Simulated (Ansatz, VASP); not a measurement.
# Two plane-wave programs on Ga

```
Ga
1.0
     2.79857    0.00000    0.00000
    -1.39929    2.42363    0.00000
     0.00000    0.00000    2.67438
Ga
1
Direct
  0.00000 0.00000 0.00000
```

Alike in both runs: functional PBEsol; k mesh 21 × 21 × 20; occupations gaussian, width 0.1 eV; no spin polarisation.

Ansatz relaxed the structure, and its values are those at the end. VASP's run is a single point on that final structure, the one shown.

```csv
,VASP,Ansatz
version,VASP 6.6.1,Ansatz 0.2.0
potentials or method,"VASP PAW PBE potentials, release 64 (Ga_d), cutoff 520 eV","scalar-relativistic, plane waves, PAW"
valence electrons in the cell,13,13
```

Ansatz gave:

- gap on the k mesh at the Fermi level (eV): none
- pressure (GPa): 0.0

Problem. Estimate VASP's values.

Solution. gap on the k mesh at the Fermi level (eV): none; pressure (GPa): 0.1.

VASP's potentials were made for PBE, not for PBEsol. A gap of «none» marks a metal or a gap that the smearing closes.
